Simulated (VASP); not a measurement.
# Ta (P-1) in VASP: single point with PBE

Aim: the single point of Ta with PBE.

Program: VASP 6.6.1. These are calculated values, not measurements. Logs are shortened: lines on timing, memory, paths and dates and some standing lists are left out, and cuts for length are marked.

## 1. The cell of the first run

The typed cell holds 2 atoms: a = 2.900 Å, b = 2.900 Å, c = 5.166 Å, α = 90.00°, β = 90.00°, γ = 120.00°.

## 2. Single point, PBE (one atom moved)

The input, INCAR:

```
PREC = Accurate ; ENCUT = 520
EDIFF = 1E-6 ; ISMEAR = 0
SIGMA = 0.1 ; LREAL = F
LASPH = T ; NELM = 60
ALGO = Fast ; ISIF = 2
LWAVE = F ; LCHARG = F
GGA = PE ; NBANDS = 18
```

The input, KPOINTS:

```
regular mesh
0
Gamma
  15 15 8
```

The input, POSCAR:

```
Ta
1.0
    2.9003720726      0.0000000000      0.0000000000
   -1.4501860363      2.5117958953      0.0000000000
    0.0000000000      0.0000000000      5.1662740000
Ta
2
Direct
    0.6666666700      0.3333333300      0.7500000000
    0.3122753042      0.6957414846      0.2656147351
```

Potentials or basis: VASP PAW PBE potentials, release 64 (Ta_pv).

Run with:

```console
> cat potpaw_PBE.64/Ta_pv/POTCAR > POTCAR
> mpirun -np 1 vasp_std > vasp.out
```

OUTCAR:

```text
PREC = Accurate
   ENCUT = 520
   EDIFF = 1E-6
   ISMEAR = 0
   LREAL = F
   LASPH = T
   NELM = 60
   ISIF = 2
   GGA = PE

 ion  position               nearest neighbor table
   1  0.667  0.333  0.750-   2 2.97   2 2.98   2 3.08   2 3.11   2 3.12   2 3.22
   2  0.312  0.696  0.266-   1 2.97   1 2.98   1 3.08   1 3.11   1 3.12   1 3.22

  LATTYP: Found a hexagonal cell.
 ALAT       =     2.9003720726
 C/A-ratio  =     1.7812452577

  Lattice vectors:

 A1 = (   2.9003720726,   0.0000000000,   0.0000000000)
 A2 = (  -1.4501860363,   2.5117958953,   0.0000000000)
 A3 = (   0.0000000000,   0.0000000000,   5.1662740000)

Analysis of symmetry for initial positions (statically):
=====================================================================
 Subroutine PRICEL returns:
 Original cell was already a primitive cell.

 Routine SETGRP: Setting up the symmetry group for a
 hexagonal supercell.

 Subroutine GETGRP returns: Found  2 space group operations
 (whereof  1 operations were pure point group operations)
 out of a pool of 24 trial point group operations.

The static configuration has the point symmetry C_1 .
 The point group associated with its full space group is S_2 .

Analysis of symmetry for dynamics (positions and initial velocities):
=====================================================================
 Subroutine PRICEL returns:
 Original cell was already a primitive cell.

 Routine SETGRP: Setting up the symmetry group for a
 hexagonal supercell.

 Subroutine GETGRP returns: Found  2 space group operations
 (whereof  1 operations were pure point group operations)
 out of a pool of 24 trial point group operations.

The dynamic configuration has the point symmetry C_1 .
 The point group associated with its full space group is S_2 .

 Subroutine INISYM returns: Found  2 space group operations
 (whereof  1 operations are pure point group operations),
 and found     1 'primitive' translations

----------------------------------------------------------------------------------------

                                     Primitive cell

  volume of cell :      37.6370

  direct lattice vectors                    reciprocal lattice vectors
     2.900372073  0.000000000  0.000000000     0.344783350  0.199060760  0.000000000
    -1.450186036  2.511795895  0.000000000     0.000000000  0.398121520  0.000000000
     0.000000000  0.000000000  5.166274000     0.000000000  0.000000000  0.193563098

  length of vectors
     2.900372073  2.900372073  5.166274000     0.398121520  0.398121520  0.193563098

  position of ions in fractional coordinates (direct lattice)
     0.666666670  0.333333330  0.750000000
     0.312275304  0.695741485  0.265614735

  ion indices of the primitive-cell ions
   primitive index   ion index
                 1           1
                 2           2

----------------------------------------------------------------------------------------

 KPOINTS: regular mesh

Automatic generation of k-mesh.
 Grid dimensions read from file:
 generate k-points for:   15   15    8

 Generating k-lattice:

  Cartesian coordinates                     Fractional coordinates (reciprocal lattice)
     0.022985557  0.013270717  0.000000000     0.066666667  0.000000000  0.000000000
     0.000000000  0.026541435  0.000000000     0.000000000  0.066666667  0.000000000
     0.000000000  0.000000000  0.024195387     0.000000000  0.000000000  0.125000000

  Length of vectors
     0.026541435  0.026541435  0.024195387

  Shift w.r.t. Gamma in fractional coordinates (k-lattice)
     0.000000000  0.000000000  0.000000000

 Subroutine IBZKPT returns following result:
 ===========================================

 Found    901 irreducible k-points:

 Following reciprocal coordinates:
            Coordinates               Weight
  0.000000  0.000000  0.000000      1.000000
  0.066667 -0.000000  0.000000      2.000000
  0.000000  0.066667  0.000000      2.000000
 -0.066667  0.066667  0.000000      2.000000
  0.133333  0.000000  0.000000      2.000000
  0.000000  0.133333  0.000000      2.000000
[... 16 lines left out ...]
  0.066667  0.066667  0.000000      2.000000
 -0.066667  0.133333  0.000000      2.000000
 [... further k-points ...]
   k-points           NKPTS =    901   k-points in BZ     NKDIM =    901   number of bands    NBANDS=     18
   number of dos      NEDOS =    301   number of ions     NIONS =      2
   total plane-waves  NPLWV =  23040
   dimension x,y,z NGX =    24 NGY =   24 NGZ =   40
   dimension x,y,z NGXF=    48 NGYF=   48 NGZF=   80
   ions per type =               2
   NGX,Y,Z   is equivalent  to a cutoff of  13.76, 13.76, 12.87 a.u.
   NGXF,Y,Z  is equivalent  to a cutoff of  27.51, 27.51, 25.74 a.u.
 SYSTEM =  unknown system
   PREC   = accura    normal or accurate (medium, high low for compatibility)
   ISTART =      0    job   : 0-new  1-cont  2-samecut
   ICHARG =      2    charge: 1-file 2-atom 10-const
   ISPIN  =      1    spin polarized calculation?
   LNONCOLLINEAR =      F non collinear calculations
   LSORBIT =      F    spin-orbit coupling
   LASPH  =      T    aspherical Exc in radial PAW
   ENCUT  =  520.0 eV  38.22 Ry    6.18 a.u.   5.39  5.39  9.61*2*pi/ulx,y,z
   NELM   =     60;   NELMIN=  2; NELMDL= -5     # of ELM steps
   EDIFF  = 0.1E-05   stopping-criterion for ELM
   LREAL  =      F    real-space projection
   EDIFFG = 0.1E-04   stopping-criterion for IOM
   NSW    =      0    number of steps for IOM
   IBRION =     -1    ionic relax: 0-MD 1-quasi-New 2-CG
   NFREE  =      0    steps in history (QN), initial steepest desc. (CG)
   ISIF   =      2    stress and relaxation
   ISYM   =      2    0-nonsym 1-usesym 2-fastsym
   POTIM  = 0.5000    time-step for ionic-motion
   TEBEG  =    0.0;   TEEND  =   0.0 temperature during run
   PSTRESS=    0.0 pullay stress
   NELECT =      22.0000    total number of electrons
   NUPDOWN=      -1.0000    fix difference up-down
   EMIN   =  10.00;   EMAX   =-10.00  energy-range for DOS
   EFERMI =   0.00;   METHOD = LEGACY
   ISMEAR =     0;   SIGMA  =   0.10  broadening in eV -4-tet -1-fermi 0-gaus
   EFERMI_NEDOS =   21; number of points for ismear=-14 and -15
   IALGO  =     68    algorithm
   IMIX   =      4    mixing-type and parameters
     AMIX     =   0.40;   BMIX     =  1.00
     AMIX_MAG =   1.60;   BMIX_MAG =  1.00
  volume/ion in A,a.u.               =      18.82       126.99
  Fermi-wavevector in a.u.,A,eV,Ry     =   1.368812  2.586680 25.492516  1.873647
  Thomas-Fermi vector in A             =   2.494743
   LORBIT       =      0    0 simple, 1 ext, 2 COOP (PROOUT), +10 PAW based schemes
   GGA     = PE    functional components
   LHFCALC =     F    Hartree Fock is set to
   AEXX    =    0.0000 exact exchange contribution
   IVDW    =     0    specifies the selected vdW correction
   LEPSILON=     F    determine dielectric tensor
   LRPA    =     F    only Hartree local field effects (RPA)
 non-spin polarized calculation
 RMM-DIIS sequential band-by-band and
 Gauss-broadening in eV      SIGMA  =   0.10
  energy-cutoff  :      520.00
  volume of cell :       37.64
 maximum number of plane-waves:      1039
 NGX is ok and might be reduce to    24
   NGX = 11   NGY = 11   NGZ = 19

 number of electron      22.0000001 magnetization

 Free energy of the ion-electron system (eV)
  ---------------------------------------------------
  ext. energy  EPLUGINS =         0.00000000
  ---------------------------------------------------
  free energy    TOTEN  =       -23.05069878 eV

  energy without entropy =      -23.03785483  energy(sigma->0) =      -23.04427680

 E-fermi :   5.5589     XC(G=0): -12.3791

 val. band max:        5.5589222705   @ k =  -0.0667  -0.0667   0.2500
 cond. band min:       5.5590711169   @ k =  -0.4667  -0.2000  -0.1250
 fundamental gap:      0.0001488464
 Fermi energy:         5.5589272585

 k-point     1 :       0.0000    0.0000    0.0000
  band No.  band energies     occupation
      1     -29.0147      2.00000
      2     -28.1853      2.00000
      3     -28.0782      2.00000
      4     -28.0676      2.00000
      5     -28.0098      2.00000
      6     -27.9691      2.00000
[... 10 lines left out ...]
     17      10.3258      0.00000
     18      11.0366      0.00000

 k-point     2 :       0.0667   -0.0000    0.0000
  band No.  band energies     occupation
      1     -29.0002      2.00000
      2     -28.1891      2.00000
      3     -28.1200      2.00000
      4     -28.0828      2.00000
      5     -28.0381      2.00000
      6     -27.9960      2.00000
[... 10 lines left out ...]
     17      10.4778      0.00000
     18      11.3271      0.00000

 k-point     3 :       0.0000    0.0667    0.0000
  band No.  band energies     occupation
      1     -29.0001      2.00000
      2     -28.1892      2.00000
      3     -28.1201      2.00000
      4     -28.0827      2.00000
      5     -28.0348      2.00000
      6     -27.9992      2.00000
[... 10 lines left out ...]
     17      10.4690      0.00000
     18      11.3391      0.00000

 k-point     4 :      -0.0667    0.0667    0.0000
  band No.  band energies     occupation
      1     -29.0015      2.00000
      2     -28.1870      2.00000
      3     -28.1135      2.00000
      4     -28.0901      2.00000
      5     -28.0556      2.00000
      6     -27.9782      2.00000
[... 375 lines left out ...]
      4     -28.3381      2.00000
      5     -28.2492      2.00000
      6     -28.1774      2.00000
[... 10 lines left out ...]
     17      12.0681      0.00000
     18      13.0636      0.00000

 k-point    23 :       0.0667    0.0667    0.0000
  band No.  band energies     occupation
      1     -28.9705      2.00000
      2     -28.2199      2.00000
      3     -28.1797      2.00000
      4     -28.1278      2.00000
      5     -28.0835      2.00000
      6     -28.0375      2.00000
[... 10 lines left out ...]
     17      10.4579      0.00000
     18      12.0022      0.00000

 k-point    24 :      -0.0667    0.1333    0.0000
  band No.  band energies     occupation
      1     -28.9745      2.00000
      2     -28.2111      2.00000
      3     -28.1770      2.00000
      4     -28.1515      2.00000
      5     -28.0960      2.00000
      6     -28.0080      2.00000
[... 10 lines left out ...]
     17      10.8624      0.00000
     18      11.6394      0.00000

 [... further k-points ...]

------------------------ aborting loop because EDIFF is reached ----------------------------------------

  FORCE on cell =-STRESS in cart. coord.  units (eV):
  Direction    XX          YY          ZZ          XY          YZ          ZX
  --------------------------------------------------------------------------------------
  -------------------------------------------------------------------------------------
  Total       -0.2921166      0.3825684     -0.2681688      0.4654317     -0.0563386      0.0845716
  in kB      -12.4351586     16.2856135    -11.4157215     19.8130354     -2.3982859      3.6001424
  external PRESSURE =      -2.5217555 kB  Pullay stress =       0.0000000 kB

 VOLUME and BASIS-vectors are now :
 -----------------------------------------------------------------------------
  energy-cutoff  :      520.00
  volume of cell :       37.64
      direct lattice vectors                 reciprocal lattice vectors
     2.900372073  0.000000000  0.000000000     0.344783350  0.199060760  0.000000000
    -1.450186036  2.511795895  0.000000000     0.000000000  0.398121520  0.000000000
     0.000000000  0.000000000  5.166274000     0.000000000  0.000000000  0.193563098

 POSITION                                       TOTAL-FORCE (eV/Angst)
 -----------------------------------------------------------------------------------
      1.45019      0.83727      3.87471         0.180970     -0.107031      0.886769
     -0.10324      1.74756      1.37224        -0.180970      0.107031     -0.886769
 -----------------------------------------------------------------------------------
    total drift:                                0.000002     -0.000003      0.000004

  FREE ENERGIE OF THE ION-ELECTRON SYSTEM (eV)
  ---------------------------------------------------
  free  energy   TOTEN  =       -23.0506987775 eV

  energy  without entropy=      -23.0378548251  energy(sigma->0) =      -23.04427680
```

It took 12 min on 1 thread of Intel Xeon 8259CL, shared host; peak memory 0.57 GiB.

What came out:

- Free energy: -23.0507 eV
- Pressure: -0.3 GPa
- Largest force: 0.911 eV/Å
- Band gap on the k mesh: zero (bands 11 and 12 overlap by 2.24 eV)

Forces on the atoms (eV/Å):
```
Ta   0.181 -0.107  0.887
Ta  -0.181  0.107 -0.887
```

Stress tensor (GPa, compression positive):
```
-1.24  1.98  0.36
 1.98  1.63 -0.24
 0.36 -0.24 -1.14
```

Caveat: the cell differs from its parent crystal (one atom moved); spin-orbit coupling is left out, which moves the levels of the heavy elements.
